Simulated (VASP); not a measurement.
# BN (P6_3mc) in VASP: settings compared

The runs below take BN through G0W0 quasiparticle levels, with PBE, LDA.

All numbers are computed with VASP 6.6.1; they aren't measurements. Logs are shortened: lines on timing, memory, paths and dates and some standing lists are left out, and cuts for length are marked.

**1. The cell of the first run**

It takes space group P6_3mc (No. 186, hexagonal). The conventional cell has a = 2.544 Å, b = 2.544 Å, c = 4.208 Å, α = 90.00°, β = 90.00°, γ = 120.00°. Within 2.1 Å of B (site symmetry 3m) lie 4 N at 1.56 to 1.58 Å. Within 2.1 Å of N (site symmetry 3m) lie 4 B at 1.56 to 1.58 Å.

**2. G0W0 quasiparticle levels, PBE**

POSCAR reads:

```
BN
1.0
    2.5439499968      0.0000000000      0.0000000000
   -1.2719749984      2.2031253232      0.0000000000
    0.0000000000      0.0000000000      4.2078153299
B N
2 2
Direct
    0.3333333333      0.6666666667      0.0002034648
    0.6666666667      0.3333333333      0.5002034648
    0.3333333333      0.6666666667      0.3747965352
    0.6666666667      0.3333333333      0.8747965352
```

INCAR.step1 reads:

```
SYSTEM = BN
PREC = Accurate
ENCUT = 500
EDIFF = 1E-8
ISMEAR = 0
SIGMA = 0.01
LREAL = .False.
LASPH = .True.
NELM = 80
ALGO = Normal
LWAVE = .True.
LCHARG = .False.
GGA = PE
```

INCAR.step2 reads:

```
SYSTEM = BN
PREC = Accurate
ENCUT = 500
EDIFF = 1E-8
ISMEAR = 0
SIGMA = 0.01
LREAL = .False.
LASPH = .True.
NELM = 1
ALGO = Exact
LWAVE = .True.
LCHARG = .False.
GGA = PE
NBANDS = 96
LOPTICS = .True.
ISTART = 1
```

INCAR.step3 reads:

```
SYSTEM = BN
PREC = Accurate
ENCUT = 500
EDIFF = 1E-8
ISMEAR = 0
SIGMA = 0.01
LREAL = .False.
LASPH = .True.
ALGO = EVGW0
LWAVE = .False.
LCHARG = .False.
GGA = PE
NELMGW = 1
NBANDS = 96
ENCUTGW = 140.0
NOMEGA = 96
PRECFOCK = Fast
ISTART = 1
NBANDSGW = 16
OMEGAMAX = 20
```

KPOINTS reads:

```
Automatic mesh
0
Gamma
  6 6 4
  0 0 0
```

Potentials or basis: VASP PAW PBE potentials, release 64 (B_GW, N_GW).

Command:

```bash
$ cat potpaw_PBE.64/B_GW/POTCAR potpaw_PBE.64/N_GW/POTCAR > POTCAR
$ cp INCAR.step1 INCAR
$ mpirun -np 1 vasp_std > vasp.out
$ cp INCAR.step2 INCAR
$ mpirun -np 1 vasp_std > vasp.out
$ cp INCAR.step3 INCAR
$ mpirun -np 1 vasp_std > vasp.out
```

OUTCAR:

```text
SYSTEM = BN
   PREC = Accurate
   ENCUT = 500
   EDIFF = 1E-8
   ISMEAR = 0
   LREAL = .False.
   LASPH = .True.
   GGA = PE
   NELMGW = 1
   ENCUTGW = 140.0
   PRECFOCK = Fast
   ISTART = 1

 ion  position               nearest neighbor table
   1  0.333  0.667  0.000-   4 1.56   4 1.56   4 1.56   3 1.58
   2  0.667  0.333  0.500-   3 1.56   3 1.56   3 1.56   4 1.58
   3  0.333  0.667  0.375-   2 1.56   2 1.56   2 1.56   1 1.58
   4  0.667  0.333  0.875-   1 1.56   1 1.56   1 1.56   2 1.58

  LATTYP: Found a hexagonal cell.
 ALAT       =     2.5439499968
 C/A-ratio  =     1.6540479708

  Lattice vectors:

 A1 = (   2.5439499968,   0.0000000000,   0.0000000000)
 A2 = (  -1.2719749984,   2.2031253232,   0.0000000000)
 A3 = (   0.0000000000,   0.0000000000,   4.2078153299)

Analysis of symmetry for initial positions (statically):
=====================================================================
 Subroutine PRICEL returns:
 Original cell was already a primitive cell.

 Routine SETGRP: Setting up the symmetry group for a
 hexagonal supercell.

 Subroutine GETGRP returns: Found 12 space group operations
 (whereof  6 operations were pure point group operations)
 out of a pool of 24 trial point group operations.

The static configuration has the point symmetry C_3v.
 The point group associated with its full space group is C_6v.

Analysis of symmetry for dynamics (positions and initial velocities):
=====================================================================
 Subroutine PRICEL returns:
 Original cell was already a primitive cell.

 Routine SETGRP: Setting up the symmetry group for a
 hexagonal supercell.

 Subroutine GETGRP returns: Found 12 space group operations
 (whereof  6 operations were pure point group operations)
 out of a pool of 24 trial point group operations.

The dynamic configuration has the point symmetry C_3v.
 The point group associated with its full space group is C_6v.

 Subroutine INISYM returns: Found 12 space group operations
 (whereof  6 operations are pure point group operations),
 and found     1 'primitive' translations

----------------------------------------------------------------------------------------

                                     Primitive cell

  volume of cell :      23.5833

  direct lattice vectors                    reciprocal lattice vectors
     2.543949997  0.000000000  0.000000000     0.393089487  0.226950321  0.000000000
    -1.271974998  2.203125323  0.000000000     0.000000000  0.453900643  0.000000000
     0.000000000  0.000000000  4.207815330     0.000000000  0.000000000  0.237653015

  length of vectors
     2.543949997  2.543949997  4.207815330     0.453900643  0.453900643  0.237653015

  position of ions in fractional coordinates (direct lattice)
     0.333333333  0.666666667  0.000203465
     0.666666667  0.333333333  0.500203465
     0.333333333  0.666666667  0.374796535
     0.666666667  0.333333333  0.874796535

  ion indices of the primitive-cell ions
   primitive index   ion index
                 1           1
                 2           2
                 3           3
                 4           4

----------------------------------------------------------------------------------------

 KPOINTS: Automatic mesh

Automatic generation of k-mesh.
 Grid dimensions read from file:
 generate k-points for:    6    6    4

 Generating k-lattice:

  Cartesian coordinates                     Fractional coordinates (reciprocal lattice)
     0.065514915  0.037825054  0.000000000     0.166666667 -0.000000000  0.000000000
     0.000000000  0.075650107  0.000000000     0.000000000  0.166666667  0.000000000
     0.000000000  0.000000000  0.059413254     0.000000000  0.000000000  0.250000000

  Length of vectors
     0.075650107  0.075650107  0.059413254

  Shift w.r.t. Gamma in fractional coordinates (k-lattice)
     0.000000000  0.000000000  0.000000000

 Subroutine IBZKPT returns following result:
 ===========================================

 Found     21 irreducible k-points:

 Following reciprocal coordinates:
            Coordinates               Weight
  0.000000  0.000000  0.000000      1.000000
  0.166667  0.000000  0.000000      6.000000
  0.333333 -0.000000  0.000000      6.000000
  0.500000  0.000000  0.000000      3.000000
  0.166667  0.166667  0.000000      6.000000
  0.333333  0.166667  0.000000     12.000000
[... 13 lines left out ...]
  0.333333  0.166667  0.500000     12.000000
  0.333333  0.333333  0.500000      2.000000
   k-points           NKPTS =     21   k-points in BZ     NKDIM =    144   number of bands    NBANDS=     96
   number of dos      NEDOS =    301   number of ions     NIONS =      4
   total plane-waves  NPLWV =  12800
   dimension x,y,z NGX =    20 NGY =   20 NGZ =   32
   dimension x,y,z NGXF=    40 NGYF=   40 NGZF=   64
   ions per type =               2   2
   NGX,Y,Z   is equivalent  to a cutoff of  13.07, 13.07, 12.64 a.u.
   NGXF,Y,Z  is equivalent  to a cutoff of  26.14, 26.14, 25.29 a.u.
 SYSTEM =  BN
   PREC   = accura    normal or accurate (medium, high low for compatibility)
   ISTART =      1    job   : 0-new  1-cont  2-samecut
   ICHARG =      0    charge: 1-file 2-atom 10-const
   ISPIN  =      1    spin polarized calculation?
   LNONCOLLINEAR =      F non collinear calculations
   LSORBIT =      F    spin-orbit coupling
   LASPH  =      T    aspherical Exc in radial PAW
   ENCUT  =  500.0 eV  36.75 Ry    6.06 a.u.   4.64  4.64  7.67*2*pi/ulx,y,z
   NELM   =     60;   NELMIN=  2; NELMDL=  0     # of ELM steps
   EDIFF  = 0.1E-07   stopping-criterion for ELM
   LREAL  =      F    real-space projection
   EDIFFG = 0.1E-06   stopping-criterion for IOM
   NSW    =      0    number of steps for IOM
   IBRION =     -1    ionic relax: 0-MD 1-quasi-New 2-CG
   NFREE  =      0    steps in history (QN), initial steepest desc. (CG)
   ISIF   =      0    stress and relaxation
   ISYM   =      3    0-nonsym 1-usesym 2-fastsym
   POTIM  = 0.5000    time-step for ionic-motion
   TEBEG  =    0.0;   TEEND  =   0.0 temperature during run
   PSTRESS=    0.0 pullay stress
   NELECT =      16.0000    total number of electrons
   NUPDOWN=      -1.0000    fix difference up-down
   EMIN   =  10.00;   EMAX   =-10.00  energy-range for DOS
   EFERMI =   0.00;   METHOD = LEGACY
   ISMEAR =     0;   SIGMA  =   0.01  broadening in eV -4-tet -1-fermi 0-gaus
   EFERMI_NEDOS =   21; number of points for ismear=-14 and -15
   IALGO  =     38    algorithm
   IMIX   =      4    mixing-type and parameters
     AMIX     =   0.40;   BMIX     =  1.00
     AMIX_MAG =   1.60;   BMIX_MAG =  1.00
  volume/ion in A,a.u.               =       5.90        39.79
  Fermi-wavevector in a.u.,A,eV,Ry     =   1.438512  2.718393 28.154745  2.069315
  Thomas-Fermi vector in A             =   2.557470
   LORBIT       =      0    0 simple, 1 ext, 2 COOP (PROOUT), +10 PAW based schemes
   GGA     = PE    functional components
   LHFCALC =     T    Hartree Fock is set to
   PRECFOCK=fast      Normal, Fast or Accurate (Low or Medium for compatibility)
   ENCUT4O =  -1.0   cutoff for four orbital integrals eV
   NKREDX  =     1    reduce k-point grid by
   NKREDY  =     1    reduce k-point grid by
   NKREDZ  =     1    reduce k-point grid by
   AEXX    =    1.0000 exact exchange contribution
   HFSCREEN=    0.0000 screening length (either q_TF or 0.3 A-1)
   HFSCREENC=   0.0000 screening length for correlation (either q_TF or 0.3 A-1)
   ENCUTFOCK=  -1.0 apply spherical cutoff to Coloumb kernel
   IVDW    =     0    specifies the selected vdW correction
   LEPSILON=     F    determine dielectric tensor
   LRPA    =     F    only Hartree local field effects (RPA)
   LRPAFORCE           =     F    calculate RPA forces
   ENCUTGW             = 140.0    cutoff for response function in eV
   ENCUTGWSOFT         = 112.0    soft cutoff for Coulomb kernel in GW response function in eV
   ENCUTLF             =  -1.0    cutoff for local field effects
   NELMGW              =     1    number of iterations in solving QP/BSE equation
   NELMHF              =     1    number of iterations in the inner HF iteration
   NKREDLFX            =     1    NKREDLFY  =   1   NKREDLFZ  =   1
 non-spin polarized calculation
 Gauss-broadening in eV      SIGMA  =   0.01
  energy-cutoff  :      500.00
  volume of cell :       23.58
 maximum number of plane-waves:       609
 NGX is ok and might be reduce to    20
  NGX = 12; NGY = 12; NGZ = 20
   NGX =  9   NGY =  9   NGZ = 15
 maximum number of plane-waves:        99
 NGX is ok and might be reduce to    10

 QP shifts <psi_nk| G(iteration)W_0 |psi_nk>: iteration 1
 for sc-GW calculations column KS-energies equals QP-energies in previous step
 and V_xc(KS)=  KS-energies - (<T + V_ion + V_H > + <T+V_H+V_ion>^1  + <V_x>^1)

 k-point   1 :       0.0000    0.0000    0.0000
  band No.  KS-energies  QP-energies   sigma(KS)   V_xc(KS)     V^pw_x(r,r')   Z            occupation Imag(sigma)

      1     -12.7893     -14.6970     -17.9192     -15.5003     -26.5187       0.7887       2.0000       1.3389
      2      -8.6263     -10.1228     -18.8074     -16.8460     -26.7663       0.7629       2.0000       0.7813
      3      -3.3002      -4.8381     -16.5052     -14.4702     -21.6944       0.7558       2.0000       0.1251
      4       5.5106       4.5868     -18.5291     -17.4026     -21.6437       0.8201       2.0000       0.0318
      5       5.5106       4.5868     -18.5291     -17.4026     -21.6437       0.8201       2.0000       0.0318
      6       7.3721       6.6675     -19.0505     -18.1977     -21.7359       0.8262       2.0000       0.0268
[... 8 lines left out ...]
     15      19.5634      21.1815     -12.7102     -14.6805      -6.9880       0.8213       0.0000      -0.0546
     16      23.8962      25.5693     -14.3128     -16.4712      -7.3973       0.7752       0.0000      -0.1092

 k-point   2 :       0.1667    0.0000    0.0000
  band No.  KS-energies  QP-energies   sigma(KS)   V_xc(KS)     V^pw_x(r,r')   Z            occupation Imag(sigma)

      1     -12.1887     -14.0040     -17.9382     -15.6038     -26.4435       0.7776       2.0000       1.2603
      2      -8.1779      -9.6471     -18.9231     -16.9820     -26.7705       0.7569       2.0000       0.7046
      3      -2.7059      -4.2340     -16.5865     -14.5811     -21.5813       0.7620       2.0000       0.1050
      4       3.1496       1.9647     -17.9298     -16.4674     -21.5016       0.8102       2.0000       0.0407
      5       4.5618       3.5447     -18.2045     -16.9591     -21.4762       0.8167       2.0000       0.0351
      6       5.6479       4.7182     -18.7823     -17.6474     -21.9348       0.8191       2.0000       0.0324
[... 8 lines left out ...]
     15      21.1577      22.8773     -13.1001     -15.2300      -6.9861       0.8074       0.0000      -0.0650
     16      22.9971      24.4246     -13.1725     -14.9623      -6.8766       0.7976       0.0000      -0.0848

 k-point   3 :       0.3333   -0.0000    0.0000
  band No.  KS-energies  QP-energies   sigma(KS)   V_xc(KS)     V^pw_x(r,r')   Z            occupation Imag(sigma)

      1     -10.4895     -12.1454     -18.1144     -15.9805     -26.3264       0.7760       2.0000       1.0127
      2      -7.2202      -8.6301     -19.2457     -17.3601     -26.8719       0.7477       2.0000       0.5714
      3      -1.0625      -2.5178     -16.7736     -14.9122     -21.2409       0.7818       2.0000       0.0716
      4      -0.5790      -2.0845     -17.3263     -15.4025     -21.8809       0.7826       2.0000       0.0695
      5       2.1050       0.8121     -18.2447     -16.6314     -22.2653       0.8014       2.0000       0.0494
      6       3.1898       2.0454     -17.9214     -16.5095     -21.4932       0.8105       2.0000       0.0404
[... 334 lines left out ...]
      1      -8.0637      -9.5259     -18.8097     -16.8703     -26.5619       0.7540       2.0000       0.6692
      2      -8.0637      -9.5259     -18.8097     -16.8703     -26.5619       0.7540       2.0000       0.6692
      3      -1.4544      -2.9792     -17.2478     -15.2808     -22.0567       0.7752       2.0000       0.0839
      4      -1.4544      -2.9792     -17.2478     -15.2808     -22.0567       0.7752       2.0000       0.0839
      5       2.0657       0.8094     -17.4639     -15.9046     -21.1949       0.8056       2.0000       0.0454
      6       2.0657       0.8094     -17.4639     -15.9046     -21.1949       0.8056       2.0000       0.0454
[... 8 lines left out ...]
     15      23.8992      25.6548     -14.0630     -16.3166      -7.1736       0.7790       0.0000      -0.1050
     16      23.8992      25.6548     -14.0630     -16.3166      -7.1736       0.7790       0.0000      -0.1050

 k-point  21 :       0.3333    0.3333    0.5000
  band No.  KS-energies  QP-energies   sigma(KS)   V_xc(KS)     V^pw_x(r,r')   Z            occupation Imag(sigma)

      1      -7.3254      -8.7305     -19.2186     -17.3351     -26.8692       0.7460       2.0000       0.5843
      2      -7.3254      -8.7305     -19.2186     -17.3351     -26.8692       0.7460       2.0000       0.5843
      3      -1.2109      -2.7732     -17.3570     -15.3459     -22.1356       0.7768       2.0000       0.0797
      4      -1.2109      -2.7732     -17.3570     -15.3459     -22.1356       0.7768       2.0000       0.0797
      5      -0.1118      -1.5014     -16.6716     -14.9199     -20.7948       0.7933       2.0000       0.0601
      6      -0.1118      -1.5014     -16.6716     -14.9199     -20.7948       0.7933       2.0000       0.0601
[... 8 lines left out ...]
     15      24.3505      26.1348     -14.1669     -16.4811      -7.0311       0.7710       0.0000      -0.1181
     16      24.3505      26.1348     -14.1669     -16.4811      -7.0311       0.7710       0.0000      -0.1181
```

Run time: 2.8 min. Hardware: 1 thread of Intel Xeon 6975P-C (Granite Rapids), shared host; peak memory 0.36 GiB.

Results:

| Property | Result |
| --- | --- |
| Quasiparticle gap | 6.61 eV |
| Least direct quasiparticle gap | 10.19 eV |
| Band gap of the starting levels on the mesh | 5.19 eV |
| Least direct gap of the starting levels on the mesh | 8.32 eV |

Caveat: the k points lie up to 0.48 Å⁻¹ apart; bands, screening cutoff and mesh are small and nothing is extrapolated, so the quasiparticle values aren't converged; the structure was generated, so it needn't be the stable form of BN.

(Continued in part 2 of 2.)
